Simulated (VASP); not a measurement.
Set up this calculation in VASP 6.6.1, as the native input.

- Task: single point
- Functional: PBE
- Potentials or basis: VASP PAW PBE potentials, release 64 (Mo_sv)
- Cutoff: 520 eV
- k mesh: 16 × 16 × 16
- Occupations: fermi-dirac, width 0.08 eV
- Spin: no spin polarisation
- Dipole correction: no
- Further INCAR settings: ALGO = Normal; EDIFF = 1e-07; NBANDS = 13

The structure of Mo lies in POSCAR:

```
Mo
1.0
    2.1331656773      0.0000000000      0.0000000000
    0.0000000000      2.1331656773      0.0000000000
    0.0000000000      0.0000000000      2.1331656773
Mo
1
Direct
    0.0000000000      0.0000000000      0.0000000000
```

This cell differs from its parent crystal: volume scaled by 0.55.

These files were run (other wordings do the same):

INCAR

```
SYSTEM = Mo
ALGO = Normal ; EDIFF = 1E-7
ENCUT = 520 ; GGA = PE
ISIF = 2 ; ISMEAR = -1
LASPH = .True. ; LCHARG = .False.
LREAL = .False. ; LWAVE = .False.
NBANDS = 13 ; NELM = 100
PREC = Accurate ; SIGMA = 0.08
```

KPOINTS

```
k-points
0
Gamma
  16 16 16
  0 0 0
```

Potentials or basis: VASP PAW PBE potentials, release 64 (Mo_sv).

Launch:

```sh
$ cat potpaw_PBE.64/Mo_sv/POTCAR > POTCAR
$ mpirun -np 1 vasp_std > vasp.out
```

It gave:

```json
{
  "Pressure": "392.3 GPa",
  "Band gap on the k mesh": "zero (band 7 reaches 24.60 eV, above the bottom of band 8 at 20.05 eV)"
}
```

Wall time 3.9 s on 1 thread of Intel(R) Xeon(R) 6975P-C (Granite Rapids), with other jobs on the host, peak memory 0.13 GiB.
